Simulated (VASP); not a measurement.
Here is a VASP 6.6.1 calculation.

The input INCAR:

```
SYSTEM = Ta
PREC     = Accurate       ! precision mode
ENCUT    = 520            ! plane-wave cutoff, eV
EDIFF    = 1E-6           ! SCF threshold, eV
ISMEAR   = -1             ! smearing method
SIGMA    = 0.05           ! smearing width, eV
LREAL    = .FALSE.        ! projectors in reciprocal space
LASPH    = .TRUE.         ! aspherical terms in the spheres
NELM     = 100            ! most SCF steps
ALGO     = Normal         ! electronic algorithm
ISIF     = 2              ! what is computed and relaxed
LWAVE    = .FALSE.        ! write WAVECAR
LCHARG   = .FALSE.        ! write CHGCAR
NBANDS   = 12             ! bands
```

KPOINTS

```
regular mesh
0
G
  7 7 6
  0 0 0
```

Contents of POSCAR:

```
Ta
1.0
   -1.7138403400      1.6638007000      1.6059510000
    1.6932035700     -1.6823021200      1.6038156500
    1.6862236500      1.6546854300     -1.6244524300
Ta
1
Direct
    0.0000000000      0.0000000000      0.0000000000
```

Potentials or basis: VASP PAW LDA potentials, release 64 (Ta_pv).

Run with:

```bash
$ cat potpaw_LDA.64/Ta_pv/POTCAR > POTCAR
$ mpirun -np 1 vasp_std > vasp.out
```

(1) Estimate the pressure.

Answers

(1) -7.7 GPa.

Caveat: the k points lie up to 0.45 Å⁻¹ apart.
